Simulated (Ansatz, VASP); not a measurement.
**Two plane-wave programs on CuO**

```
Cu O
1.0
     3.17550    0.00000    0.00000
     0.00000    3.17550    0.00000
     0.00000    0.00000    4.64953
Cu O
2 2
Direct
  0.00000 0.00000 0.00000
  0.50000 0.50000 0.00000
  0.50000 0.00000 0.26700
  0.00000 0.50000 0.73300
```

Alike in both runs: functional RPBE; k mesh 5 × 5 × 4; occupations fermi-dirac, width 0.05 eV; no spin polarisation.

```csv
,VASP,Ansatz
version,VASP 6.6.1,Ansatz 0.2.0
potentials or method,"VASP PAW PBE potentials, release 64 (Cu, O)",Ansatz PAW
plane-wave cutoff (eV),520,420
valence electrons in the cell,34,50
task,single point,band structure
```

Ansatz gave:

* gap on the k mesh at the Fermi level (eV): none
* pressure (GPa): 21.5
* traceless stress, the component that is largest in VASP (GPa): -25.58
* rms of the force components (eV/Å): 0.275

Question: What did VASP give for the same quantities?

Answer: gap on the k mesh at the Fermi level (eV): none; pressure (GPa): 22.1; traceless stress, the component that is largest in VASP (GPa): -25.74; rms of the force components (eV/Å): 0.237.

VASP's potentials were made for PBE, not for RPBE. Atom by atom the forces differ by 0.037 eV/Å (rms over components). A gap of «none» marks a metal or a gap that the smearing closes. The functional is the same, so the differences come from potentials, cutoffs and numerics. VASP's potentials hold 34 valence electrons a cell and Ansatz's 50, so a difference there can come from the potentials and not from the codes.

The k mesh is coarse, so the values compare programs but aren't converged.
